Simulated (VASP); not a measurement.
Here is a VASP 6.6.1 calculation.

File INCAR:

```
SYSTEM = SrCl2
PREC = Accurate
ENCUT = 520
EDIFF = 1E-6
ISMEAR = 0
SIGMA = 0.05
LREAL = .False.
LASPH = .True.
NELM = 80
ALGO = Normal
ISIF = 2
LWAVE = .False.
LCHARG = .False.
GGA = PE
NBANDS = 19
```

Contents of KPOINTS:

```
Automatic mesh
0
Gamma
  6 6 6
  0 0 0
```

File POSCAR:

```
SrCl2
1.0
    0.0000000000      3.4855000000      3.4855000000
    3.4855000000      0.0000000000      3.4855000000
    3.4855000000      3.4855000000      0.0000000000
Sr Cl
1 2
Direct
    0.0000000000      0.0000000000      0.0000000000
    0.2643451442      0.2356548558      0.2356548558
    0.7643451442      0.7356548558      0.7356548558
```

Potentials or basis: VASP PAW PBE potentials, release 64 (Sr_sv, Cl).

Launch:

```bash
$ cat potpaw_PBE.64/Sr_sv/POTCAR potpaw_PBE.64/Cl/POTCAR > POTCAR
$ mpirun -np 1 vasp_std > vasp.out
```

Problem. What does it give for the pressure?

Solution. 1.3 GPa.

Problem. What does it give for the band gap on the k mesh?

Solution. 5.34 eV (least direct gap 5.50 eV).

Forces on the atoms (eV/Å):
```
Sr  -0.277  0.000  0.000
Cl   0.139  0.000  0.000
Cl   0.139  0.000  0.000
```

Caveat: the cell differs from its parent crystal (all Cl atoms moved -0.100 Å, as atom 2 along Cartesian [1 0 0]). A k mesh can miss the band edges.
